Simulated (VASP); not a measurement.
# AlPt (P4mm) in VASP: notebook, part 2 of 2

VASP 6.6.1.

### Step 3. Single point, r2SCAN

POSCAR reads:

```
AlPt
1.0
    3.0915500000      0.0000000000      0.0000000000
    0.0000000000      3.0915500000      0.0000000000
    0.0000000000      0.0000000000      3.0915500000
Al Pt
1 1
Direct
    0.0000000000      0.0161731170      0.0000000000
    0.5000000000      0.5000000000      0.5000000000
```

INCAR.step1 reads:

```
SYSTEM = AlPt
PREC     = Accurate       ! precision mode
ENCUT    = 520            ! plane-wave cutoff, eV
ISMEAR   = 1              ! smearing method
SIGMA    = 0.2            ! smearing width, eV
LREAL    = .FALSE.        ! projectors in reciprocal space
LASPH    = .TRUE.         ! aspherical terms in the spheres
NELM     = 100            ! most SCF steps
NBANDS   = 14             ! bands
GGA      = PE             ! functional
ALGO     = Normal         ! electronic algorithm
EDIFF    = 1E-4           ! SCF threshold, eV
LWAVE    = .TRUE.         ! write WAVECAR
LCHARG   = .FALSE.        ! write CHGCAR
```

INCAR.step2 reads:

```
SYSTEM = AlPt
PREC     = Accurate       ! precision mode
ENCUT    = 520            ! plane-wave cutoff, eV
EDIFF    = 1E-6           ! SCF threshold, eV
ISMEAR   = 1              ! smearing method
SIGMA    = 0.2            ! smearing width, eV
LREAL    = .FALSE.        ! projectors in reciprocal space
LASPH    = .TRUE.         ! aspherical terms in the spheres
NELM     = 100            ! most SCF steps
ALGO     = Normal         ! electronic algorithm
ISIF     = 2              ! what is computed and relaxed
LWAVE    = .FALSE.        ! write WAVECAR
LCHARG   = .FALSE.        ! write CHGCAR
METAGGA  = R2SCAN         ! meta-GGA
LMIXTAU  = .TRUE.       
NBANDS   = 14             ! bands
ISTART   = 1
```

KPOINTS reads:

```
regular mesh
0
G
  4 4 4
  0 0 0
```

Potentials or basis: VASP PAW PBE potentials, release 64 (Al, Pt).

On the command line:

```console
> cat potpaw_PBE.64/Al/POTCAR potpaw_PBE.64/Pt/POTCAR > POTCAR
> cp INCAR.step1 INCAR
> mpirun -np 1 vasp_std > vasp.out
> cp INCAR.step2 INCAR
> mpirun -np 1 vasp_std > vasp.out
```

OUTCAR:

```text
SYSTEM = AlPt
   PREC = Accurate
   ENCUT = 520
   EDIFF = 1E-6
   ISMEAR = 1
   LREAL = .FALSE.
   LASPH = .TRUE.
   NELM = 100
   ISIF = 2
   METAGGA = R2SCAN
   ISTART = 1

 ion  position               nearest neighbor table
   1  0.000  0.016  0.000-   2 2.65   2 2.65   2 2.65   2 2.65   2 2.71   2 2.71   2 2.71   2 2.71

   2  0.500  0.500  0.500-   1 2.65   1 2.65   1 2.65   1 2.65   1 2.71   1 2.71   1 2.71   1 2.71

  LATTYP: Found a simple cubic cell.
 ALAT       =     3.0915500000

  Lattice vectors:

 A1 = (   3.0915500000,   0.0000000000,   0.0000000000)
 A2 = (   0.0000000000,   3.0915500000,   0.0000000000)
 A3 = (   0.0000000000,   0.0000000000,   3.0915500000)

Analysis of symmetry for initial positions (statically):
=====================================================================
 Subroutine PRICEL returns:
 Original cell was already a primitive cell.

 Routine SETGRP: Setting up the symmetry group for a
 simple cubic supercell.

 Subroutine GETGRP returns: Found  8 space group operations
 (whereof  8 operations were pure point group operations)
 out of a pool of 48 trial point group operations.

The static configuration has the point symmetry C_4v.

Analysis of symmetry for dynamics (positions and initial velocities):
=====================================================================
 Subroutine PRICEL returns:
 Original cell was already a primitive cell.

 Routine SETGRP: Setting up the symmetry group for a
 simple cubic supercell.

 Subroutine GETGRP returns: Found  8 space group operations
 (whereof  8 operations were pure point group operations)
 out of a pool of 48 trial point group operations.

The dynamic configuration has the point symmetry C_4v.

 Subroutine INISYM returns: Found  8 space group operations
 (whereof  8 operations are pure point group operations),
 and found     1 'primitive' translations

[... 116 lines left out ...]
   LEPSILON=     F    determine dielectric tensor
   LRPA    =     F    only Hartree local field effects (RPA)
 non-spin polarized calculation
 Methfessel and Paxton  Order N= 1 SIGMA  =   0.20
  energy-cutoff  :      520.00
  volume of cell :       29.55
 maximum number of plane-waves:       840
 NGX is ok and might be reduce to    24
   NGX = 11   NGY = 11   NGZ = 11

 number of electron      12.9999997 magnetization

 Free energy of the ion-electron system (eV)
  ---------------------------------------------------
  ext. energy  EPLUGINS =         0.00000000
  ---------------------------------------------------
  free energy    TOTEN  =       -60.19622850 eV

  energy without entropy =      -60.19078831  energy(sigma->0) =      -60.19441510

 E-fermi :  10.2623     XC(G=0): -13.1233

 val. band max:       10.2069002693   @ k =   0.5000   0.5000   0.2500
 cond. band min:      11.1354213836   @ k =   0.2500   0.0000   0.0000
 fundamental gap:      0.9285211143
 Fermi energy:        10.2622979355

 k-point     1 :       0.0000    0.0000    0.0000
  band No.  band energies     occupation
      1      -1.4939      2.00000
      2       4.8404      2.00000
      3       4.8416      2.00000
      4       7.9515      2.00000
      5       7.9539      2.00000
      6       7.9539      2.00000
      7      14.8123      0.00000
      8      14.8123      0.00000
      9      14.8153      0.00000
     10      20.0772      0.00000
     11      20.0815      0.00000
     12      21.2601      0.00000
     13      29.2967      0.00000
     14      29.3008      0.00000
[... 275 lines left out ...]
      1       3.9126      2.00000
      2       3.9168      2.00000
      3       3.9168      2.00000
      4       9.3055      2.00000
      5       9.3056      2.00000
      6      11.7687     -0.00000
      7      12.5206     -0.00000
      8      12.5206     -0.00000
      9      12.5270     -0.00000
     10      15.8336      0.00000
     11      17.0005      0.00000
     12      17.0005      0.00000
     13      17.0084      0.00000
     14      35.1391      0.00000

------------------------ aborting loop because EDIFF is reached ----------------------------------------

  FORCE on cell =-STRESS in cart. coord.  units (eV):
  Direction    XX          YY          ZZ          XY          YZ          ZX
  --------------------------------------------------------------------------------------
  -------------------------------------------------------------------------------------
  Total       -0.8471195     -0.8649070     -0.8471195      0.0000000      0.0000000      0.0000000
  in kB      -45.9331734    -46.8976599    -45.9331734      0.0000000      0.0000000      0.0000000
  external PRESSURE =     -46.2546689 kB  Pullay stress =       0.0000000 kB

 VOLUME and BASIS-vectors are now :
 -----------------------------------------------------------------------------
  energy-cutoff  :      520.00
  volume of cell :       29.55
      direct lattice vectors                 reciprocal lattice vectors
     3.091550000  0.000000000  0.000000000     0.323462341  0.000000000  0.000000000
     0.000000000  3.091550000  0.000000000     0.000000000  0.323462341  0.000000000
     0.000000000  0.000000000  3.091550000     0.000000000  0.000000000  0.323462341

 POSITION                                       TOTAL-FORCE (eV/Angst)
 -----------------------------------------------------------------------------------
      0.00000      0.05000      0.00000         0.000000     -0.179342     -0.000000
      1.54577      1.54577      1.54577         0.000000      0.179342      0.000000
 -----------------------------------------------------------------------------------
    total drift:                                0.000000     -0.000347      0.000000

  FREE ENERGIE OF THE ION-ELECTRON SYSTEM (eV)
  ---------------------------------------------------
  free  energy   TOTEN  =       -60.1962284976 eV

  energy  without entropy=      -60.1907883144  energy(sigma->0) =      -60.19441510
```

OUTCAR.step1:

```text
SYSTEM = AlPt
   PREC = Accurate
   ENCUT = 520
   ISMEAR = 1
   LREAL = .FALSE.
   LASPH = .TRUE.
[... 520 lines left out ...]
      0.00000      0.05000      0.00000         0.000000     -0.182090      0.000000
      1.54577      1.54577      1.54577         0.000000      0.182090     -0.000000
 -----------------------------------------------------------------------------------
    total drift:                                0.000000      0.000861      0.000000

  FREE ENERGIE OF THE ION-ELECTRON SYSTEM (eV)
  ---------------------------------------------------
  free  energy   TOTEN  =       -11.6607730557 eV

  energy  without entropy=      -11.6553048161  energy(sigma->0) =      -11.65895031
```

OSZICAR.step1:

```text
N       E                     dE             d eps       ncg     rms          rms(c)
DAV:   1     0.429480405285E+02    0.42948E+02   -0.56601E+03   504   0.783E+02
DAV:   2    -0.109717733334E+02   -0.53920E+02   -0.48964E+02   606   0.162E+02
DAV:   3    -0.121348065706E+02   -0.11630E+01   -0.11590E+01   666   0.220E+01
DAV:   4    -0.121418111603E+02   -0.70046E-02   -0.70041E-02   582   0.211E+00
DAV:   5    -0.121418985741E+02   -0.87414E-04   -0.87413E-04   654   0.230E-01    0.102E+01
DAV:   6    -0.117328533800E+02    0.40905E+00   -0.16871E+00   516   0.955E+00    0.410E+00
DAV:   7    -0.116804426776E+02    0.52411E-01   -0.70521E-02   552   0.196E+00    0.256E+00
DAV:   8    -0.116610956704E+02    0.19347E-01   -0.16820E-02   546   0.851E-01    0.244E-01
DAV:   9    -0.116607926503E+02    0.30302E-03   -0.21436E-03   618   0.332E-01    0.960E-02
DAV:  10    -0.116607730557E+02    0.19595E-04   -0.11598E-04   330   0.876E-02
   1 F= -.11660773E+02 E0= -.11658950E+02  d E =-.546824E-02
```

Run time: 45 s. Hardware: 1 thread of AMD EPYC 7R13, shared host; peak memory 0.11 GiB.

What came out:

| Quantity | Value |
| --- | --- |
| Free energy | -60.1962 eV |
| Pressure | -4.6 GPa |
| Largest force | 0.179 eV/Å |

Forces on the atoms (eV/Å):
```
Al   0.000 -0.179  0.000
Pt   0.000  0.179  0.000
```

Caveat: the k points lie up to 0.51 Å⁻¹ apart; the PAW data sets were made with another functional, which shifts forces and pressure a little; spin-orbit coupling is left out, which moves the levels of the heavy elements.
